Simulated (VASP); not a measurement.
Input of a VASP 6.6.1 run:

Contents of INCAR:

```
ALGO = Normal ; DIPOL = 0.5 0.5 0.335
EDIFF = 1E-6 ; ENCUT = 520
GGA = PE ; IDIPOL = 3
ISIF = 2 ; ISMEAR = 0
ISPIN = 2 ; IVDW = 12
LASPH = True ; LCHARG = False
LDIPOL = True ; LORBIT = 11
LREAL = False ; LWAVE = False
MAGMOM = 0 0 0 0 3 ; NBANDS = 22
NELM = 150 ; PREC = Accurate
SIGMA = 0.05
```

Contents of KPOINTS:

```
k-points
0
Gamma
  7 7 1
```

Contents of POSCAR:

```
Si4N
1.0
    3.8333442755      0.0000000000      0.0000000000
    0.0000000000      3.8333442755      0.0000000000
    0.0000000000      0.0000000000     21.1034818114
Si N
4 1
Direct
    0.0000000000      0.5000000000      0.1895421825
    0.0000000000      0.0000000000      0.2537634269
    0.5000000000      0.0000000000      0.3207061922
    0.5000000000      0.5000000000      0.3839879070
    0.8750000000      0.7500000000      0.5261445439
```

Potentials or basis: VASP PAW PBE potentials, release 64 (Si, N).

Run with:

```sh
$ cat potpaw_PBE.64/Si/POTCAR potpaw_PBE.64/N/POTCAR > POTCAR
$ mpirun -np 1 vasp_std > vasp.out
```

Q: Estimate the largest force.

A: 0.220 eV/Å.

Q: Predict the dispersion energy per atom.

A: -0.199 eV.

Forces on the atoms (eV/Å):
```
Si   0.006  0.006  0.090
Si  -0.012  0.005  0.029
Si   0.035 -0.019 -0.040
Si   0.008  0.050  0.133
N   -0.037 -0.042 -0.213
```
